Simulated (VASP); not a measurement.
# Hf in VASP: further runs

Hf is run at these levels: PBEsol; tasks: single point.

Program: VASP 6.6.1. These are calculated values, not measurements. Logs are shortened: lines on timing, memory, paths and dates and some standing lists are left out, and cuts for length are marked.

## (1) The cell of the first run

Symmetry: P6_3/mmc, No. 194, hexagonal system. The conventional cell has a = 3.300 Å, b = 3.300 Å, c = 5.372 Å, α = 90.00°, β = 90.00°, γ = 120.00°. Within 4.3 Å of Hf (site symmetry -6m2) lie 12 Hf at 3.29 to 3.30 Å.

## (2) Single point, PBEsol (strained)

The input, INCAR:

```
ALGO = Fast
EDIFF = 1E-6
ENCUT = 520
GGA = PS
ISIF = 2
ISMEAR = 0
LASPH = True
LCHARG = True
LELF = True
LREAL = False
LVHAR = True
LWAVE = False
NBANDS = 17
NELM = 100
PREC = Accurate
SIGMA = 0.1
```

The input, KPOINTS:

```
k-points
0
Gamma
  15 15 8
```

The input, POSCAR:

```
Hf
1.0
    3.2995682827      0.0000000000      0.0000000000
   -1.6497841414      2.8575099543      0.0000000000
    0.0000000000      0.0000000000      5.3722940040
Hf
2
Direct
    0.3333333333      0.6666666667      0.2500000000
    0.6666666667      0.3333333333      0.7500000000
```

Potentials or basis: VASP PAW PBE potentials, release 64 (Hf_pv).

Run with:

```bash
$ cat potpaw_PBE.64/Hf_pv/POTCAR > POTCAR
$ mpirun -np 1 vasp_std > vasp.out
```

OUTCAR:

```text
EDIFF = 1E-6
   ENCUT = 520
   GGA = PS
   ISIF = 2
   ISMEAR = 0
   LASPH = True
   LREAL = False
   NELM = 100
   PREC = Accurate

 ion  position               nearest neighbor table
   1  0.333  0.667  0.250-   2 3.29   2 3.29   2 3.29   2 3.29   2 3.29   2 3.29
   2  0.667  0.333  0.750-   1 3.29   1 3.29   1 3.29   1 3.29   1 3.29   1 3.29

  LATTYP: Found a hexagonal cell.
 ALAT       =     3.2995682827
 C/A-ratio  =     1.6281808842

  Lattice vectors:

 A1 = (   3.2995682827,   0.0000000000,   0.0000000000)
 A2 = (  -1.6497841414,   2.8575099543,   0.0000000000)
 A3 = (   0.0000000000,   0.0000000000,   5.3722940040)

Analysis of symmetry for initial positions (statically):
=====================================================================
 Subroutine PRICEL returns:
 Original cell was already a primitive cell.

 Routine SETGRP: Setting up the symmetry group for a
 hexagonal supercell.

 Subroutine GETGRP returns: Found 24 space group operations
 (whereof 12 operations were pure point group operations)
 out of a pool of 24 trial point group operations.

The static configuration has the point symmetry D_3d.
 The point group associated with its full space group is D_6h.

Analysis of symmetry for dynamics (positions and initial velocities):
=====================================================================
 Subroutine PRICEL returns:
 Original cell was already a primitive cell.

 Routine SETGRP: Setting up the symmetry group for a
 hexagonal supercell.

 Subroutine GETGRP returns: Found 24 space group operations
 (whereof 12 operations were pure point group operations)
 out of a pool of 24 trial point group operations.

The dynamic configuration has the point symmetry D_3d.
 The point group associated with its full space group is D_6h.

 Subroutine INISYM returns: Found 24 space group operations
 (whereof 12 operations are pure point group operations),
 and found     1 'primitive' translations

----------------------------------------------------------------------------------------

                                     Primitive cell

  volume of cell :      50.6529

  direct lattice vectors                    reciprocal lattice vectors
     3.299568283  0.000000000  0.000000000     0.303069952  0.174977518  0.000000000
    -1.649784141  2.857509954  0.000000000     0.000000000  0.349955036  0.000000000
     0.000000000  0.000000000  5.372294004     0.000000000  0.000000000  0.186140222

  length of vectors
     3.299568283  3.299568283  5.372294004     0.349955036  0.349955036  0.186140222

  position of ions in fractional coordinates (direct lattice)
     0.333333333  0.666666667  0.250000000
     0.666666667  0.333333333  0.750000000

  ion indices of the primitive-cell ions
   primitive index   ion index
                 1           1
                 2           2

----------------------------------------------------------------------------------------

 KPOINTS: k-points

Automatic generation of k-mesh.
 Grid dimensions read from file:
 generate k-points for:   15   15    8

 Generating k-lattice:

  Cartesian coordinates                     Fractional coordinates (reciprocal lattice)
     0.020204663  0.011665168  0.000000000     0.066666667  0.000000000  0.000000000
     0.000000000  0.023330336  0.000000000     0.000000000  0.066666667  0.000000000
     0.000000000  0.000000000  0.023267528     0.000000000  0.000000000  0.125000000

  Length of vectors
     0.023330336  0.023330336  0.023267528

  Shift w.r.t. Gamma in fractional coordinates (k-lattice)
     0.000000000  0.000000000  0.000000000

 Subroutine IBZKPT returns following result:
 ===========================================

 Found    135 irreducible k-points:

 Following reciprocal coordinates:
            Coordinates               Weight
  0.000000  0.000000  0.000000      1.000000
  0.066667 -0.000000  0.000000      6.000000
  0.133333 -0.000000  0.000000      6.000000
  0.200000 -0.000000  0.000000      6.000000
  0.266667 -0.000000  0.000000      6.000000
  0.333333 -0.000000  0.000000      6.000000
[... 16 lines left out ...]
  0.333333  0.200000  0.000000     12.000000
  0.400000  0.200000  0.000000      6.000000
 [... further k-points ...]
   k-points           NKPTS =    135   k-points in BZ     NKDIM =    135   number of bands    NBANDS=     17
   number of dos      NEDOS =    301   number of ions     NIONS =      2
   total plane-waves  NPLWV =  31360
   dimension x,y,z NGX =    28 NGY =   28 NGZ =   40
   dimension x,y,z NGXF=    56 NGYF=   56 NGZF=   80
   ions per type =               2
   NGX,Y,Z   is equivalent  to a cutoff of  14.11, 14.11, 12.38 a.u.
   NGXF,Y,Z  is equivalent  to a cutoff of  28.22, 28.22, 24.76 a.u.
 SYSTEM =  unknown system
   PREC   = accura    normal or accurate (medium, high low for compatibility)
   ISTART =      0    job   : 0-new  1-cont  2-samecut
   ICHARG =      2    charge: 1-file 2-atom 10-const
   ISPIN  =      1    spin polarized calculation?
   LNONCOLLINEAR =      F non collinear calculations
   LSORBIT =      F    spin-orbit coupling
   LASPH  =      T    aspherical Exc in radial PAW
   ENCUT  =  520.0 eV  38.22 Ry    6.18 a.u.   6.14  6.14  9.99*2*pi/ulx,y,z
   NELM   =    100;   NELMIN=  2; NELMDL= -5     # of ELM steps
   EDIFF  = 0.1E-05   stopping-criterion for ELM
   LREAL  =      F    real-space projection
[... 7 lines left out ...]
   TEBEG  =    0.0;   TEEND  =   0.0 temperature during run
   PSTRESS=    0.0 pullay stress
   NELECT =      20.0000    total number of electrons
   NUPDOWN=      -1.0000    fix difference up-down
   EMIN   =  10.00;   EMAX   =-10.00  energy-range for DOS
   EFERMI =   0.00;   METHOD = LEGACY
   ISMEAR =     0;   SIGMA  =   0.10  broadening in eV -4-tet -1-fermi 0-gaus
   EFERMI_NEDOS =   21; number of points for ismear=-14 and -15
   IALGO  =     68    algorithm
   IMIX   =      4    mixing-type and parameters
     AMIX     =   0.40;   BMIX     =  1.00
     AMIX_MAG =   1.60;   BMIX_MAG =  1.00
  volume/ion in A,a.u.               =      25.33       170.91
  Fermi-wavevector in a.u.,A,eV,Ry     =   1.201019  2.269597 19.625684  1.442447
  Thomas-Fermi vector in A             =   2.336839
   LORBIT       =      0    0 simple, 1 ext, 2 COOP (PROOUT), +10 PAW based schemes
   GGA     = PS    functional components
   LHFCALC =     F    Hartree Fock is set to
   AEXX    =    0.0000 exact exchange contribution
   IVDW    =     0    specifies the selected vdW correction
   LEPSILON=     F    determine dielectric tensor
   LRPA    =     F    only Hartree local field effects (RPA)
 non-spin polarized calculation
 RMM-DIIS sequential band-by-band and
 Gauss-broadening in eV      SIGMA  =   0.10
  energy-cutoff  :      520.00
  volume of cell :       50.65
 maximum number of plane-waves:      1383
 NGX is ok and might be reduce to    28
   NGX = 13   NGY = 13   NGZ = 19

 number of electron      20.0000002 magnetization

 Free energy of the ion-electron system (eV)
  ---------------------------------------------------
  ext. energy  EPLUGINS =         0.00000000
  ---------------------------------------------------
  free energy    TOTEN  =       -20.62507051 eV

  energy without entropy =      -20.61734001  energy(sigma->0) =      -20.62120526

 E-fermi :   3.9554     XC(G=0): -10.8371

 val. band max:        3.9467047670   @ k =   0.2667   0.2000   0.5000
 cond. band min:       3.9690428024   @ k =   0.1333   0.0667   0.0000
 fundamental gap:      0.0223380354
 Fermi energy:         3.9553910397

 k-point     1 :       0.0000    0.0000    0.0000
  band No.  band energies     occupation
      1     -27.2174      2.00000
      2     -26.7252      2.00000
      3     -26.7252      2.00000
      4     -26.6862      2.00000
      5     -26.6515      2.00000
      6     -26.6515      2.00000
[... 9 lines left out ...]
     16       6.4852      0.00000
     17       8.6454      0.00000

 k-point     2 :       0.0667   -0.0000    0.0000
  band No.  band energies     occupation
      1     -27.2100      2.00000
      2     -26.7427      2.00000
      3     -26.7308      2.00000
      4     -26.6892      2.00000
      5     -26.6698      2.00000
      6     -26.6543      2.00000
[... 9 lines left out ...]
     16       6.3747      0.00000
     17       8.7338      0.00000

 k-point     3 :       0.1333   -0.0000    0.0000
  band No.  band energies     occupation
      1     -27.1883      2.00000
      2     -26.7920      2.00000
      3     -26.7463      2.00000
      4     -26.7206      2.00000
      5     -26.6980      2.00000
      6     -26.6624      2.00000
[... 9 lines left out ...]
     16       6.1590      0.00000
     17       8.8970      0.00000

 k-point     4 :       0.2000   -0.0000    0.0000
  band No.  band energies     occupation
      1     -27.1545      2.00000
      2     -26.8647      2.00000
      3     -26.7939      2.00000
      4     -26.7685      2.00000
      5     -26.7129      2.00000
      6     -26.6748      2.00000
[... 9 lines left out ...]
     16       6.6658      0.00000
     17       9.0802      0.00000
[... 343 lines left out ...]
      1     -27.0382      2.00000
      2     -27.0080      2.00000
      3     -26.9991      2.00000
      4     -26.8673      2.00000
      5     -26.7963      2.00000
      6     -26.7872      2.00000
[... 9 lines left out ...]
     16       8.9275      0.00000
     17       9.5072      0.00000

 k-point    23 :       0.3333    0.2000    0.0000
  band No.  band energies     occupation
      1     -27.0729      2.00000
      2     -27.0044      2.00000
      3     -26.9678      2.00000
      4     -26.9037      2.00000
      5     -26.8259      2.00000
      6     -26.8071      2.00000
[... 9 lines left out ...]
     16       8.8890      0.00000
     17      10.0501      0.00000

 k-point    24 :       0.4000    0.2000    0.0000
  band No.  band energies     occupation
      1     -27.0850      2.00000
      2     -27.0034      2.00000
      3     -26.9484      2.00000
      4     -26.9198      2.00000
      5     -26.8416      2.00000
      6     -26.8140      2.00000
[... 9 lines left out ...]
     16       8.8752      0.00000
     17       9.6818      0.00000

 [... further k-points ...]

------------------------ aborting loop because EDIFF is reached ----------------------------------------

  FORCE on cell =-STRESS in cart. coord.  units (eV):
  Direction    XX          YY          ZZ          XY          YZ          ZX
  --------------------------------------------------------------------------------------
  -------------------------------------------------------------------------------------
  Total       -4.1322499     -4.1322499     -5.0588909      0.0000000      0.0000000      0.0000000
  in kB     -130.7050956   -130.7050956   -160.0152038      0.0000000      0.0000000      0.0000000
  external PRESSURE =    -140.4751317 kB  Pullay stress =       0.0000000 kB

 VOLUME and BASIS-vectors are now :
 -----------------------------------------------------------------------------
  energy-cutoff  :      520.00
  volume of cell :       50.65
      direct lattice vectors                 reciprocal lattice vectors
     3.299568283  0.000000000  0.000000000     0.303069952  0.174977518  0.000000000
    -1.649784141  2.857509954  0.000000000     0.000000000  0.349955036  0.000000000
     0.000000000  0.000000000  5.372294004     0.000000000  0.000000000  0.186140222

 POSITION                                       TOTAL-FORCE (eV/Angst)
 -----------------------------------------------------------------------------------
     -0.00000      1.90501      1.34307        -0.000000      0.000000      0.000000
      1.64978      0.95250      4.02922         0.000000      0.000000      0.000000
 -----------------------------------------------------------------------------------
    total drift:                               -0.000000      0.000000     -0.000000

  FREE ENERGIE OF THE ION-ELECTRON SYSTEM (eV)
  ---------------------------------------------------
  free  energy   TOTEN  =       -20.6250705109 eV

  energy  without entropy=      -20.6173400066  energy(sigma->0) =      -20.62120526
```

It took 2.4 min on 1 thread of Intel Xeon 8259CL, shared host; peak memory 0.24 GiB.

Results:

```yaml
Free_energy: -20.6251 eV
Pressure: -14.0 GPa
Band_gap_on_the_k_mesh: zero (bands 10 and 11 overlap by 1.45 eV)
```

Stress tensor (GPa, compression positive):
```
-13.07   0.00   0.00
  0.00 -13.07   0.00
  0.00   0.00 -16.00
```

Caveat: the cell differs from its parent crystal (strained); the cell stands under tension; the PAW data sets were made with another functional, which shifts forces and pressure a little; spin-orbit coupling is left out, which moves the levels of the heavy elements.

## (3) Single point, PBEsol (one atom moved)

The input, INCAR:

```
SYSTEM = Hf
ALGO = Fast
EDIFF = 1E-6
ENCUT = 520
GGA = PS
ISIF = 2
ISMEAR = 0
LASPH = .TRUE.
LCHARG = .FALSE.
LREAL = .FALSE.
LWAVE = .FALSE.
NBANDS = 17
NELM = 100
PREC = Accurate
SIGMA = 0.1
```

The input, KPOINTS:

```
k-points
0
G
  15 15 8
  0 0 0
```

The input, POSCAR:

```
Hf
1.0
    3.1966985242      0.0000000000      0.0000000000
   -1.5983492621      2.7684221302      0.0000000000
    0.0000000000      0.0000000000      5.0578000000
Hf
2
Direct
    0.3495880798      0.6991761597      0.2500000000
    0.6666666667      0.3333333333      0.7500000000
```

Potentials or basis: VASP PAW PBE potentials, release 64 (Hf_pv).

Run with:

```bash
$ cat potpaw_PBE.64/Hf_pv/POTCAR > POTCAR
$ mpirun -np 1 vasp_std > vasp.out
```

It took 4.4 min on 1 thread of Intel Xeon 8259CL, shared host; peak memory 0.32 GiB.

It converged, with:

| Property | Result |
| --- | --- |
| Free energy | -20.9795 eV |
| Pressure | -4.1 GPa |
| Largest force | 0.191 eV/Å |
| Band gap on the k mesh | zero (bands 10 and 11 overlap by 1.62 eV) |

Forces on the atoms (eV/Å):
```
Hf   0.000 -0.191  0.000
Hf   0.000  0.191  0.000
```

Stress tensor (GPa, compression positive):
```
-4.95  0.00  0.00
 0.00 -3.27  0.00
 0.00  0.00 -4.20
```

Levels at points of the mesh, in eV from the Fermi level:
| k point | band 7 | band 8 | band 9 | band 10 | band 11 | band 12 | band 13 | band 14 |
| --- | --- | --- | --- | --- | --- | --- | --- | --- |
| (0.00, 0.00, 0.00) | -7.38 | -3.71 | 0.67 | 1.12 | 1.23 | 1.38 | 1.90 | 2.14 |
| (0.00, 0.00, 0.50) | -5.40 | -5.40 | 0.14 | 0.14 | 1.02 | 1.02 | 1.12 | 1.12 |

Caveat: the cell differs from its parent crystal (one atom moved); the cell stands under tension; the PAW data sets were made with another functional, which shifts forces and pressure a little; spin-orbit coupling is left out, which moves the levels of the heavy elements.

## (4) Single point, PBEsol (one atom moved)

The input, INCAR:

```
ALGO = Fast
EDIFF = 1E-6
ENCUT = 520
GGA = PS
ISIF = 2
ISMEAR = 0
LASPH = T
LCHARG = T
LELF = T
LREAL = F
LVHAR = T
LWAVE = F
NBANDS = 17
NELM = 80
PREC = Accurate
SIGMA = 0.1
```

The input, KPOINTS:

```
k-points
0
Gamma
  15 15 8
```

Changes to POSCAR since step 3:

```diff
@@ -8,3 +8,3 @@
 Direct
-    0.3495880798      0.6991761597      0.2500000000
+    0.3313421894      0.6796018328      0.2506801376
     0.6666666667      0.3333333333      0.7500000000
```

Potentials or basis: VASP PAW PBE potentials, release 64 (Hf_pv).

Run with:

```bash
$ cat potpaw_PBE.64/Hf_pv/POTCAR > POTCAR
$ mpirun -np 1 vasp_std > vasp.out
```

OUTCAR:

```text
EDIFF = 1E-6
   ENCUT = 520
   GGA = PS
   ISIF = 2
   ISMEAR = 0
   LASPH = T
   LREAL = F
   NELM = 80
   PREC = Accurate

 ion  position               nearest neighbor table
   1  0.331  0.680  0.251-   2 3.11   2 3.11   2 3.13   2 3.13   2 3.15   2 3.16
   2  0.667  0.333  0.750-   1 3.11   1 3.11   1 3.13   1 3.13   1 3.15   1 3.16

  LATTYP: Found a hexagonal cell.
 ALAT       =     3.1966985242
 C/A-ratio  =     1.5821948681

  Lattice vectors:

[... 668 lines left out ...]
 [... further k-points ...]

------------------------ aborting loop because EDIFF is reached ----------------------------------------

  FORCE on cell =-STRESS in cart. coord.  units (eV):
  Direction    XX          YY          ZZ          XY          YZ          ZX
  --------------------------------------------------------------------------------------
  -------------------------------------------------------------------------------------
  Total       -1.2064022     -1.0255964     -1.1822116      0.0643057      0.0014029     -0.0009597
  in kB      -43.1824296    -36.7105968    -42.3165408      2.3017817      0.0502150     -0.0343506
  external PRESSURE =     -40.7365224 kB  Pullay stress =       0.0000000 kB

 VOLUME and BASIS-vectors are now :
 -----------------------------------------------------------------------------
  energy-cutoff  :      520.00
  volume of cell :       44.76
      direct lattice vectors                 reciprocal lattice vectors
     3.196698524  0.000000000  0.000000000     0.312822743  0.180608295  0.000000000
    -1.598349262  2.768422130  0.000000000     0.000000000  0.361216589  0.000000000
     0.000000000  0.000000000  5.057800000     0.000000000  0.000000000  0.197714421

 POSITION                                       TOTAL-FORCE (eV/Angst)
 -----------------------------------------------------------------------------------
     -0.02704      1.88142      1.26789         0.054046     -0.073720     -0.008833
      1.59835      0.92281      3.79335        -0.054046      0.073720      0.008833
 -----------------------------------------------------------------------------------
    total drift:                               -0.000000      0.000004     -0.000003

  FREE ENERGIE OF THE ION-ELECTRON SYSTEM (eV)
  ---------------------------------------------------
  free  energy   TOTEN  =       -20.9859673925 eV

  energy  without entropy=      -20.9784942375  energy(sigma->0) =      -20.98223082
```

OSZICAR:

```text
N       E                     dE             d eps       ncg     rms          rms(c)
DAV:   1     0.488228473467E+02    0.48823E+02   -0.11412E+04 30738   0.112E+03
DAV:   2    -0.199217084788E+02   -0.68745E+02   -0.67007E+02 39653   0.248E+02
DAV:   3    -0.217699802035E+02   -0.18483E+01   -0.18320E+01 39199   0.271E+01
DAV:   4    -0.217850432644E+02   -0.15063E-01   -0.15055E-01 39181   0.295E+00
DAV:   5    -0.217852000711E+02   -0.15681E-03   -0.15678E-03 39905   0.263E-01    0.653E+01
RMM:   6    -0.211957752046E+02    0.58942E+00   -0.47465E-01 30742   0.403E+00    0.390E+01
RMM:   7    -0.209946436700E+02    0.20113E+00   -0.10904E+00 35563   0.608E+00    0.199E+00
RMM:   8    -0.209845574704E+02    0.10086E-01   -0.94399E-02 33832   0.210E+00    0.209E-01
RMM:   9    -0.209858613378E+02   -0.13039E-02   -0.14874E-02 44741   0.747E-01    0.501E-01
RMM:  10    -0.209861888141E+02   -0.32748E-03   -0.22020E-03 43281   0.293E-01    0.119E+00
RMM:  11    -0.209860454634E+02    0.14335E-03   -0.21759E-04 40012   0.105E-01    0.596E-01
RMM:  12    -0.209859690948E+02    0.76369E-04   -0.14029E-04 36430   0.709E-02    0.108E-01
RMM:  13    -0.209859682847E+02    0.81018E-06   -0.17693E-05 43319   0.279E-02    0.763E-02
RMM:  14    -0.209859673925E+02    0.89218E-06   -0.76839E-06 36522   0.182E-02
   1 F= -.20985967E+02 E0= -.20982231E+02  d E =-.747315E-02
```

Wall time 11 min (1 thread of Intel Xeon 8259CL, shared host); peak memory 0.63 GiB.

What came out:

```
Free energy            : -20.9860 eV
Pressure               : -4.1 GPa
Largest force          : 0.092 eV/Å
Band gap on the k mesh : zero (bands 10 and 11 overlap by 1.63 eV)
```

Forces in eV/Å, atoms in the order of the input:
```
Hf   0.054 -0.074 -0.009
Hf  -0.054  0.074  0.009
```

Caveat: the cell differs from its parent crystal (one atom moved); the cell stands under tension; the PAW data sets were made with another functional, which shifts forces and pressure a little; spin-orbit coupling is left out, which moves the levels of the heavy elements.

## (5) The runs side by side

| cell | gap on the mesh (eV) | pressure (GPa) | largest force (eV/Å) |
| --- | --- | --- | --- |
| a = 3.300, b = 3.300, c = 5.372 Å, angles 90.0, 90.0, 120.0°, 2 atoms, atomic positions A | none | -14.0 | - |
| a = 3.197, b = 3.197, c = 5.058 Å, angles 90.0, 90.0, 120.0°, 2 atoms, atomic positions B | none | -4.1 | 0.19 |
| a = 3.197, b = 3.197, c = 5.058 Å, angles 90.0, 90.0, 120.0°, 2 atoms, atomic positions C | none | -4.1 | 0.09 |

Alike in all rows: task single point; level PBEsol; potentials or basis VASP PAW PBE potentials, release 64 (Hf_pv); no spin polarisation; k mesh 15 × 15 × 8; cutoff (eV) 520; smearing gaussian 0.1 eV.

Caveats: the cell stands under tension; the PAW data sets were made with another functional, which shifts forces and pressure a little; spin-orbit coupling is left out, which moves the levels of the heavy elements.

Total energies depend on the potentials used, so only differences within one code and one set of settings carry meaning.
